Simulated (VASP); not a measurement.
# Sb (P6_3/mmc) in VASP: further runs

Aim: see how the results for Sb move with the level of theory and the settings. Levels: PBE, r2SCAN. Tasks: single point.

All numbers are computed with VASP 6.6.1; they aren't measurements. Logs are shortened: lines on timing, memory, paths and dates and some standing lists are left out, and cuts for length are marked.

**1. The cell of the first run**

Symmetry: P6_3/mmc, No. 194, hexagonal system. The conventional cell has a = 3.355 Å, b = 3.355 Å, c = 5.470 Å, α = 90.00°, β = 90.00°, γ = 120.00°. Sb (site symmetry -6m2) has 12 Sb at 3.35 Å within 4.4 Å.

**2. Single point, PBE**

The input, INCAR:

```
PREC     = Accurate       # precision mode
ENCUT    = 520            # plane-wave cutoff, eV
EDIFF    = 1E-7           # SCF threshold, eV
ISMEAR   = 0              # smearing method
SIGMA    = 0.024          # smearing width, eV
LREAL    = F              # projectors in reciprocal space
LASPH    = T              # aspherical terms in the spheres
NELM     = 60             # most SCF steps
ALGO     = Normal         # electronic algorithm
ISIF     = 2              # what is computed and relaxed
LWAVE    = F              # write WAVECAR
LCHARG   = F              # write CHGCAR
GGA      = PE             # functional
NBANDS   = 12             # bands
```

The input, KPOINTS:

```
regular mesh
0
Gamma
  9 9 5
```

The input, POSCAR:

```
Sb
1.0
    3.3545324186      0.0000000000      0.0000000000
   -1.6772662093      2.9051102923      0.0000000000
    0.0000000000      0.0000000000      5.4701606500
Sb
2
Direct
    0.6666666667      0.3333333333      0.7500000000
    0.3333333333      0.6666666667      0.2500000000
```

Potentials or basis: VASP PAW PBE potentials, release 64 (Sb).

Run with:

```console
cat potpaw_PBE.64/Sb/POTCAR > POTCAR
mpirun -np 1 vasp_std > vasp.out
```

OUTCAR:

```text
PREC = Accurate
   ENCUT = 520
   EDIFF = 1E-7
   ISMEAR = 0
   LREAL = F
   LASPH = T
   NELM = 60
   ISIF = 2
   GGA = PE

 ion  position               nearest neighbor table
   1  0.667  0.333  0.750-   2 3.35   2 3.35   2 3.35   2 3.35   2 3.35   2 3.35
   2  0.333  0.667  0.250-   1 3.35   1 3.35   1 3.35   1 3.35   1 3.35   1 3.35

  LATTYP: Found a hexagonal cell.
 ALAT       =     3.3545324186
 C/A-ratio  =     1.6306775334

  Lattice vectors:

 A1 = (   3.3545324186,   0.0000000000,   0.0000000000)
 A2 = (  -1.6772662093,   2.9051102923,   0.0000000000)
 A3 = (   0.0000000000,   0.0000000000,   5.4701606500)

Analysis of symmetry for initial positions (statically):
=====================================================================
 Subroutine PRICEL returns:
 Original cell was already a primitive cell.

 Routine SETGRP: Setting up the symmetry group for a
 hexagonal supercell.

 Subroutine GETGRP returns: Found 24 space group operations
 (whereof 12 operations were pure point group operations)
 out of a pool of 24 trial point group operations.

The static configuration has the point symmetry D_3d.
 The point group associated with its full space group is D_6h.

Analysis of symmetry for dynamics (positions and initial velocities):
=====================================================================
 Subroutine PRICEL returns:
 Original cell was already a primitive cell.

 Routine SETGRP: Setting up the symmetry group for a
 hexagonal supercell.

 Subroutine GETGRP returns: Found 24 space group operations
 (whereof 12 operations were pure point group operations)
 out of a pool of 24 trial point group operations.

The dynamic configuration has the point symmetry D_3d.
 The point group associated with its full space group is D_6h.

 Subroutine INISYM returns: Found 24 space group operations
 (whereof 12 operations are pure point group operations),
 and found     1 'primitive' translations

----------------------------------------------------------------------------------------

                                     Primitive cell

  volume of cell :      53.3083

  direct lattice vectors                    reciprocal lattice vectors
     3.354532419  0.000000000  0.000000000     0.298104139  0.172110505  0.000000000
    -1.677266209  2.905110292  0.000000000     0.000000000  0.344221010  0.000000000
     0.000000000  0.000000000  5.470160650     0.000000000  0.000000000  0.182809987

  length of vectors
     3.354532419  3.354532419  5.470160650     0.344221010  0.344221010  0.182809987

  position of ions in fractional coordinates (direct lattice)
     0.666666667  0.333333333  0.750000000
     0.333333333  0.666666667  0.250000000

  ion indices of the primitive-cell ions
   primitive index   ion index
                 1           1
                 2           2

----------------------------------------------------------------------------------------

 KPOINTS: regular mesh

Automatic generation of k-mesh.
 Grid dimensions read from file:
 generate k-points for:    9    9    5

 Generating k-lattice:

  Cartesian coordinates                     Fractional coordinates (reciprocal lattice)
     0.033122682  0.019123389  0.000000000     0.111111111  0.000000000  0.000000000
     0.000000000  0.038246779  0.000000000     0.000000000  0.111111111  0.000000000
     0.000000000  0.000000000  0.036561997     0.000000000  0.000000000  0.200000000

  Length of vectors
     0.038246779  0.038246779  0.036561997

  Shift w.r.t. Gamma in fractional coordinates (k-lattice)
     0.000000000  0.000000000  0.000000000

 Subroutine IBZKPT returns following result:
 ===========================================

 Found     36 irreducible k-points:

 Following reciprocal coordinates:
            Coordinates               Weight
  0.000000  0.000000  0.000000      1.000000
  0.111111  0.000000  0.000000      6.000000
  0.222222  0.000000  0.000000      6.000000
  0.333333  0.000000  0.000000      6.000000
  0.444444  0.000000  0.000000      6.000000
  0.111111  0.111111  0.000000      6.000000
[... 16 lines left out ...]
  0.333333  0.222222  0.200000     24.000000
  0.333333  0.333333  0.200000      4.000000
 [... further k-points ...]
   k-points           NKPTS =     36   k-points in BZ     NKDIM =     36   number of bands    NBANDS=     12
   number of dos      NEDOS =    301   number of ions     NIONS =      2
   total plane-waves  NPLWV =  32928
   dimension x,y,z NGX =    28 NGY =   28 NGZ =   42
   dimension x,y,z NGXF=    56 NGYF=   56 NGZF=   84
   ions per type =               2
   NGX,Y,Z   is equivalent  to a cutoff of  13.88, 13.88, 12.76 a.u.
   NGXF,Y,Z  is equivalent  to a cutoff of  27.75, 27.75, 25.53 a.u.
 SYSTEM =  unknown system
   PREC   = accura    normal or accurate (medium, high low for compatibility)
   ISTART =      0    job   : 0-new  1-cont  2-samecut
   ICHARG =      2    charge: 1-file 2-atom 10-const
   ISPIN  =      1    spin polarized calculation?
   LNONCOLLINEAR =      F non collinear calculations
   LSORBIT =      F    spin-orbit coupling
   LASPH  =      T    aspherical Exc in radial PAW
   ENCUT  =  520.0 eV  38.22 Ry    6.18 a.u.   6.24  6.24 10.17*2*pi/ulx,y,z
   NELM   =     60;   NELMIN=  2; NELMDL= -5     # of ELM steps
   EDIFF  = 0.1E-06   stopping-criterion for ELM
   LREAL  =      F    real-space projection
   EDIFFG = 0.1E-05   stopping-criterion for IOM
   NSW    =      0    number of steps for IOM
   IBRION =     -1    ionic relax: 0-MD 1-quasi-New 2-CG
   NFREE  =      0    steps in history (QN), initial steepest desc. (CG)
   ISIF   =      2    stress and relaxation
   ISYM   =      2    0-nonsym 1-usesym 2-fastsym
   POTIM  = 0.5000    time-step for ionic-motion
   TEBEG  =    0.0;   TEEND  =   0.0 temperature during run
   PSTRESS=    0.0 pullay stress
   NELECT =      10.0000    total number of electrons
   NUPDOWN=      -1.0000    fix difference up-down
   EMIN   =  10.00;   EMAX   =-10.00  energy-range for DOS
   EFERMI =   0.00;   METHOD = LEGACY
   ISMEAR =     0;   SIGMA  =   0.02  broadening in eV -4-tet -1-fermi 0-gaus
   EFERMI_NEDOS =   21; number of points for ismear=-14 and -15
   IALGO  =     38    algorithm
   IMIX   =      4    mixing-type and parameters
     AMIX     =   0.40;   BMIX     =  1.00
     AMIX_MAG =   1.60;   BMIX_MAG =  1.00
  volume/ion in A,a.u.               =      26.65       179.87
  Fermi-wavevector in a.u.,A,eV,Ry     =   0.937152  1.770960 11.949364  0.878253
  Thomas-Fermi vector in A             =   2.064234
   LORBIT       =      0    0 simple, 1 ext, 2 COOP (PROOUT), +10 PAW based schemes
   GGA     = PE    functional components
   LHFCALC =     F    Hartree Fock is set to
   AEXX    =    0.0000 exact exchange contribution
   IVDW    =     0    specifies the selected vdW correction
   LEPSILON=     F    determine dielectric tensor
   LRPA    =     F    only Hartree local field effects (RPA)
 non-spin polarized calculation
 Gauss-broadening in eV      SIGMA  =   0.02
  energy-cutoff  :      520.00
  volume of cell :       53.31
 maximum number of plane-waves:      1448
 NGX is ok and might be reduce to    28
   NGX = 13   NGY = 13   NGZ = 21

 number of electron      10.0000000 magnetization

 Free energy of the ion-electron system (eV)
  ---------------------------------------------------
  ext. energy  EPLUGINS =         0.00000000
  ---------------------------------------------------
  free energy    TOTEN  =        -7.72016805 eV

  energy without entropy =       -7.71923260  energy(sigma->0) =       -7.71970032

 E-fermi :   8.5346     XC(G=0): -10.2771

 val. band max:        8.5262008275   @ k =   0.2222   0.0000   0.4000
 cond. band min:       8.5389924791   @ k =   0.4444   0.1111   0.0000
 fundamental gap:      0.0127916517
 Fermi energy:         8.5345856841

 k-point     1 :       0.0000    0.0000    0.0000
  band No.  band energies     occupation
      1      -4.3485      2.00000
      2      -0.5204      2.00000
      3       2.7746      2.00000
      4      12.2629      0.00000
      5      12.2629      0.00000
      6      13.9100      0.00000
      7      13.9100      0.00000
      8      14.1550      0.00000
      9      16.3787      0.00000
     10      17.6056      0.00000
     11      18.6194      0.00000
     12      18.6194      0.00000

 k-point     2 :       0.1111    0.0000    0.0000
  band No.  band energies     occupation
      1      -4.1297      2.00000
      2      -0.3286      2.00000
      3       3.0027      2.00000
      4      10.3587      0.00000
      5      11.5290      0.00000
      6      12.8030      0.00000
      7      13.8971      0.00000
      8      13.9986      0.00000
      9      16.2870      0.00000
     10      17.8470      0.00000
     11      18.5065      0.00000
     12      18.8213      0.00000

 k-point     3 :       0.2222    0.0000    0.0000
  band No.  band energies     occupation
      1      -3.4785      2.00000
      2       0.2172      2.00000
      3       3.6766      2.00000
      4       7.4671      2.00000
      5      10.4119      0.00000
      6      10.5200      0.00000
      7      12.7309      0.00000
      8      13.4973      0.00000
      9      14.6437      0.00000
     10      17.1200      0.00000
     11      18.1746      0.00000
     12      18.7821      0.00000
[... 286 lines left out ...]
 k-point    23 :       0.3333    0.2222    0.2000
  band No.  band energies     occupation
      1      -0.3816      2.00000
      2       0.9787      2.00000
      3       4.2040      2.00000
      4       5.2714      2.00000
      5       6.2038      2.00000
      6       7.9677      2.00000
      7       8.5018      1.94690
      8      10.2519      0.00000
      9      13.9169      0.00000
     10      17.7889      0.00000
     11      18.1298      0.00000
     12      19.7796      0.00000

 k-point    24 :       0.3333    0.3333    0.2000
  band No.  band energies     occupation
      1       0.5858      2.00000
      2       0.5858      2.00000
      3       4.3619      2.00000
      4       5.3968      2.00000
      5       5.3968      2.00000
      6       6.9844      2.00000
      7       9.3509      0.00000
      8       9.3509      0.00000
      9      13.1692      0.00000
     10      19.0600      0.00000
     11      19.0600      0.00000
     12      20.8599      0.00000

 [... further k-points ...]

------------------------ aborting loop because EDIFF is reached ----------------------------------------

  FORCE on cell =-STRESS in cart. coord.  units (eV):
  Direction    XX          YY          ZZ          XY          YZ          ZX
  --------------------------------------------------------------------------------------
  -------------------------------------------------------------------------------------
  Total        0.3828357      0.3828357      0.5725435     -0.0000000     -0.0000000      0.0000000
  in kB       11.5061034     11.5061034     17.2077625     -0.0000000     -0.0000000      0.0000000
  external PRESSURE =      13.4066564 kB  Pullay stress =       0.0000000 kB

 VOLUME and BASIS-vectors are now :
 -----------------------------------------------------------------------------
  energy-cutoff  :      520.00
  volume of cell :       53.31
      direct lattice vectors                 reciprocal lattice vectors
     3.354532419  0.000000000  0.000000000     0.298104139  0.172110505  0.000000000
    -1.677266209  2.905110292  0.000000000     0.000000000  0.344221010  0.000000000
     0.000000000  0.000000000  5.470160650     0.000000000  0.000000000  0.182809987

 POSITION                                       TOTAL-FORCE (eV/Angst)
 -----------------------------------------------------------------------------------
      1.67727      0.96837      4.10262         0.000000     -0.000000      0.000000
     -0.00000      1.93674      1.36754        -0.000000      0.000000      0.000000
 -----------------------------------------------------------------------------------
    total drift:                                0.000000     -0.000000      0.000000

  FREE ENERGIE OF THE ION-ELECTRON SYSTEM (eV)
  ---------------------------------------------------
  free  energy   TOTEN  =        -7.7201680451 eV

  energy  without entropy=       -7.7192325985  energy(sigma->0) =       -7.71970032
```

Wall time 41 s (1 thread of Intel Xeon 8259CL, shared host); peak memory 0.17 GiB.

Results:

```yaml
Free_energy: -7.7202 eV
Pressure: 1.3 GPa
Band_gap_on_the_k_mesh: zero (band 5 reaches 12.82 eV, above the bottom of band 6 at 5.89 eV)
```

Caveat: spin-orbit coupling is left out, which moves the levels of the heavy elements.

**3. Single point, r2SCAN, non-collinear spin, zero start, spin-orbit coupling**

POSCAR is that of step 2.

The input, INCAR.step1:

```
SYSTEM = Sb
PREC = Accurate
ENCUT = 520
ISMEAR = -1
SIGMA = 0.05
LREAL = .FALSE.
LASPH = .TRUE.
NELM = 150
MAGMOM = 0 0 0 0 0 0
LSORBIT = .TRUE.
GGA_COMPAT = .FALSE.
NBANDS = 22
GGA = PE
ALGO = Normal
EDIFF = 1E-4
LWAVE = .TRUE.
LCHARG = .FALSE.
```

The input, INCAR.step2:

```
SYSTEM = Sb
PREC = Accurate
ENCUT = 520
EDIFF = 1E-6
ISMEAR = -1
SIGMA = 0.05
LREAL = .FALSE.
LASPH = .TRUE.
NELM = 150
ALGO = Normal
ISIF = 2
LWAVE = .FALSE.
LCHARG = .FALSE.
MAGMOM = 0 0 0 0 0 0
LORBIT = 11
LSORBIT = .TRUE.
GGA_COMPAT = .FALSE.
LORBMOM = .TRUE.
METAGGA = R2SCAN
LMIXTAU = .TRUE.
NBANDS = 22
ISTART = 1
```

The input, KPOINTS:

```
regular mesh
0
G
  7 7 4
  0 0 0
```

Potentials or basis: VASP PAW PBE potentials, release 64 (Sb).

Run with:

```console
cat potpaw_PBE.64/Sb/POTCAR > POTCAR
cp INCAR.step1 INCAR
mpirun -np 1 vasp_ncl > vasp.out
cp INCAR.step2 INCAR
mpirun -np 1 vasp_ncl > vasp.out
```

Wall time 7.6 min (1 thread of Intel Xeon 8259CL, shared host); peak memory 0.37 GiB.

The run converged. Its results:

```yaml
Free_energy: -50.6857 eV
Pressure: 1.1 GPa
Net_moment: 0.00 μB per cell
Valence_electrons_inside_the_program's_atomic_spheres: Sb 2.33
```

Stress tensor (GPa, compression positive):
```
1.56 0.00 0.00
0.00 1.56 0.00
0.00 0.00 0.32
```

Moments on the atoms (μB; x, y, z):
```
Sb  0.00 0.00 0.00
Sb  0.00 0.00 0.00
```

Caveat: the PAW data sets were made with another functional, which shifts forces and pressure a little.

**4. Single point, PBE**

The input, INCAR:

```
SYSTEM = Sb
ALGO     = Normal         ! electronic algorithm
EDIFF    = 1E-6           ! SCF threshold, eV
ENCUT    = 500            ! plane-wave cutoff, eV
GGA      = PE             ! functional
GGA_COMPAT= .FALSE.      
ISIF     = 2              ! what is computed and relaxed
ISMEAR   = 0              ! smearing method
LASPH    = .TRUE.         ! aspherical terms in the spheres
LCHARG   = .FALSE.        ! write CHGCAR
LREAL    = .FALSE.        ! projectors in reciprocal space
LWAVE    = .FALSE.        ! write WAVECAR
NBANDS   = 12             ! bands
NELM     = 120            ! most SCF steps
PREC     = Accurate       ! precision mode
SIGMA    = 0.025          ! smearing width, eV
```

The input, KPOINTS:

```
k-points
0
G
  9 9 5
  0 0 0
```

POSCAR is that of step 3.

Run with:

```console
cat potpaw_PBE.64/Sb/POTCAR > POTCAR
mpirun -np 1 vasp_std > vasp.out
```

Wall time 6.3 s (1 thread of Intel Xeon 6975P-C (Granite Rapids), shared host); peak memory 0.16 GiB.

It converged, with:

```yaml
Free_energy: -7.7202 eV
Pressure: 1.3 GPa
Band_gap_on_the_k_mesh: zero (band 5 reaches 12.82 eV, above the bottom of band 6 at 5.89 eV)
```

Stress tensor (GPa, compression positive):
```
1.16 0.00 0.00
0.00 1.16 0.00
0.00 0.00 1.71
```

Levels at points of the mesh, in eV from the Fermi level:
```tsv
k point	band 3	band 4	band 5	band 6	band 7	band 8
(0.00, 0.00, 0.00)	-5.76	3.73	3.73	5.37	5.37	5.62
```

Caveat: spin-orbit coupling is left out, which moves the levels of the heavy elements.

**5. Overview**

```tsv
level	spin	k mesh	cutoff (eV)	smearing	gap on the mesh (eV)	pressure (GPa)
PBE	off	9 × 9 × 5	520	gaussian 0.024 eV	none	1.3
r2SCAN	non-collinear, zero start, SOC	7 × 7 × 4	520	fermi-dirac 0.05 eV	-	1.1
PBE	off	9 × 9 × 5	500	gaussian 0.025 eV	none	1.3
```

Alike in all rows: task single point; potentials or basis VASP PAW PBE potentials, release 64 (Sb); cell as given.

Caveats: spin-orbit coupling is left out, which moves the levels of the heavy elements (some runs); the PAW data sets were made with another functional, which shifts forces and pressure a little (some runs).

Total energies depend on the potentials used, so only differences within one code and one set of settings carry meaning.
